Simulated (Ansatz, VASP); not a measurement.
## One calculation of Mg2CdTe3, two programs

```xyz
6
Lattice="4.6197 0.0000 0.0000 -2.3099 4.0008 0.0000 0.0000 0.0000 11.2853" Properties=species:S:1:pos:R:3 pbc="T T T"
Mg    0.0000    0.0000   11.2782
Mg    0.0000    2.6672    7.5527
Cd    2.3099    1.3336    3.7459
Te    2.3099    1.3336    0.8943
Te    0.0000    2.6672    4.7446
Te    0.0000    0.0000    8.4615
```

Alike in both runs: task relaxation of cell and atoms; functional PBE; k mesh 6 × 6 × 4; occupations gaussian, width 0.02 eV; no spin polarisation.

```csv
,VASP,Ansatz
version,VASP 6.6.1,Ansatz 0.2.0
potentials or method,"VASP PAW PBE potentials, release 64 (Mg, Cd, Te), cutoff 600 eV","scalar-relativistic, plane waves, PAW"
valence electrons in the cell,34,88
```

|  | VASP | Ansatz | Ansatz less VASP |
| --- | --- | --- | --- |
| gap on the k mesh at the Fermi level, each at its own relaxed structure (eV) | 1.46 | 1.46 | +0.006 |
| relaxed volume (Å³/atom) | 35.07 | 35.06 | -0.005 |
| relaxed length of the cell vector where the two differ most in proportion (Å) | 11.319 | 11.316 | -0.0031 |

VASP's potentials hold 34 valence electrons a cell and Ansatz's 88, so a difference there can come from the potentials and not from the codes.

Neither program's run includes spin-orbit coupling.
